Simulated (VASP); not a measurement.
The system is Cu.

```
CELL_PARAMETERS angstrom
-1.43500 1.43500 1.43500
1.43500 -1.43500 1.43500
1.43500 1.43500 -1.43500
ATOMIC_POSITIONS crystal
Cu 0.00000 0.00000 0.00000
```

This isn't the form of Cu at room conditions, which is fcc.

* Program: VASP 6.6.1
* Task: relaxation of cell and atoms
* Functional: LDA
* Potentials or basis: VASP PAW LDA potentials, release 64 (Cu_sv_GW)
* Cutoff: 820 eV
* k mesh: 12 × 12 × 12
* Occupations: gaussian, width 0.1 eV
* Spin: no spin polarisation

At the start: pressure -12.9 GPa; volume 11.82 Å³/atom.

Problem. How do energy, volume and symmetry change on relaxing?

Solution. Over 3 steps the energy falls by 39.0 meV/atom and the volume is 10.93 Å³/atom (-7.5 %); space group Im-3m (No. 229, to 0.1 Å) before and after.

The path:
| step | energy change (eV) | largest force (eV/Å) | pressure (GPa) | volume (Å³) |
| --- | --- | --- | --- | --- |
| 1 | 0.0000 | 0.0000 | -12.90 | 11.82 |
| 2 | -0.0118 | 0.0000 | 13.93 | 10.27 |
| 3 | -0.0390 | 0.0000 | -0.09 | 10.93 |

Final structure:
```
CELL_PARAMETERS angstrom
-1.39803 1.39803 1.39803
1.39803 -1.39803 1.39803
1.39803 1.39803 -1.39803
ATOMIC_POSITIONS crystal
Cu 0.00000 0.00000 0.00000
```
